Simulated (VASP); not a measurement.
Input of a VASP 6.6.1 run:

File POSCAR:

```
TiO2
1.0
    2.6711593144     -2.6712562612     -0.0201598552
    2.6712112374      2.6713081723     -0.0202143969
   -2.6353990920     -0.0000735886      4.8126433650
Ti O
2 4
Direct
    0.1396514045      0.8736896149      0.2621647850
    0.8898592642      0.1235062365      0.7621669889
    0.3469988864      0.0808489526      0.6766610423
    0.6825283002      0.9163929976      0.3477193650
    0.9325061922      0.6663832361      0.8477304320
    0.0970228139      0.3308718710      0.1766593749
```

INCAR.step1

```
SYSTEM = TiO2
ALGO = Normal
EDIFF = 1E-4
ENCUT = 520
GGA = PE
ISMEAR = 0
LASPH = .True.
LCHARG = .False.
LREAL = .False.
LWAVE = .True.
NBANDS = 33
NELM = 100
PREC = Accurate
SIGMA = 0.02
```

File INCAR.step2:

```
SYSTEM = TiO2
ALGO = Normal
EDIFF = 1E-6
ENCUT = 520
ISIF = 2
ISMEAR = 0
ISTART = 1
LASPH = .True.
LCHARG = .False.
LMIXTAU = .True.
LREAL = .False.
LWAVE = .False.
METAGGA = R2SCAN
NBANDS = 33
NELM = 100
PREC = Accurate
SIGMA = 0.02
```

KPOINTS

```
k-points
0
Gamma
  6 6 4
  0 0 0
```

Potentials or basis: VASP PAW PBE potentials, release 64 (Ti_sv, O).

Command:

```console
$ cat potpaw_PBE.64/Ti_sv/POTCAR potpaw_PBE.64/O/POTCAR > POTCAR
$ cp INCAR.step1 INCAR
$ mpirun -np 1 vasp_std > vasp.out
$ cp INCAR.step2 INCAR
$ mpirun -np 1 vasp_std > vasp.out
```

Task: Predict the pressure.

Result: 1.2 GPa.

Task: Estimate the band gap on the k mesh.

Result: 2.60 eV (least direct gap 2.90 eV).

Task: Estimate the largest force.

Result: 0.030 eV/Å.

Forces on the atoms (eV/Å):
```
Ti   0.000 -0.002  0.001
Ti   0.000  0.003  0.001
O    0.001 -0.001  0.029
O   -0.001  0.001 -0.029
O    0.000  0.000 -0.030
O    0.000  0.000  0.029
```

Caveat: the PAW data sets were made with another functional, which shifts forces and pressure a little. A k mesh can miss the band edges.
